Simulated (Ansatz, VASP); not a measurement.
## W: VASP beside Ansatz

Contents of POSCAR:

```
W
1.0
   -0.0970528968      1.9826520351      1.9826520351
    1.9826520351     -0.0970528968      1.9826520351
    1.9826520351      1.9826520351     -0.0970528968
W
1
Direct
    0.0000000000      0.0000000000      0.0000000000
```

INCAR.step1

```
  ALGO = Normal
  EDIFF = 1E-4
  ENCUT = 520
  GGA = PE
  ISMEAR = 0
  LASPH = True
  LCHARG = False
  LREAL = False
  LWAVE = True
  NBANDS = 13
  NELM = 60
  PREC = Accurate
  SIGMA = 0.15
```

Contents of INCAR.step2:

```
  ALGO = Normal
  EDIFF = 1E-6
  ENCUT = 520
  ISIF = 2
  ISMEAR = 0
  ISTART = 1
  LASPH = True
  LCHARG = False
  LMIXTAU = True
  LREAL = False
  LWAVE = False
  METAGGA = R2SCAN
  NBANDS = 13
  NELM = 60
  PREC = Accurate
  SIGMA = 0.15
```

Contents of KPOINTS:

```
k-points
0
Gamma
  22 22 22
```

Input for Ansatz:

```yaml
crystal:
  lattice:
    - [-0.0970528968, 1.9826520351, 1.9826520351]
    - [1.9826520351, -0.0970528968, 1.9826520351]
    - [1.9826520351, 1.9826520351, -0.0970528968]
  atoms:
    - { symbol: W, position: [0.0, 0.0, 0.0] }
basis:
  ecutwfc: 500
kpoints:
  mp_grid: { grid: [22, 22, 22] }
hamiltonian:
  xc: r2scan
scf:
  occupations: { method: gaussian, width: 0.15 }
output:
  forces: true
  stress: true
  eigenvalues: true
```

Alike in both runs: task single point; functional r2SCAN; k mesh 22 × 22 × 22; occupations gaussian, width 0.15 eV; no spin polarisation.

```csv
,VASP,Ansatz
version,VASP 6.6.1,Ansatz 0.2.0
potentials or method,"VASP PAW PBE potentials, release 64 (W_sv), cutoff 520 eV","scalar-relativistic, plane waves, PAW"
valence electrons in the cell,14,14
```

```csv
,VASP,Ansatz,Ansatz less VASP
gap on the k mesh at the Fermi level (eV),none,none,-
pressure (GPa),-7.2,-8.2,-0.96
"traceless stress, the component that is largest in VASP (GPa)",-4.99,-4.95,+0.037
```

VASP's potentials were made for PBE, not for r2SCAN. A gap of «none» marks a metal or a gap that the smearing closes. With one functional, cell and mesh, what is left measures potentials, basis and numerics.

Neither program's run includes spin-orbit coupling.
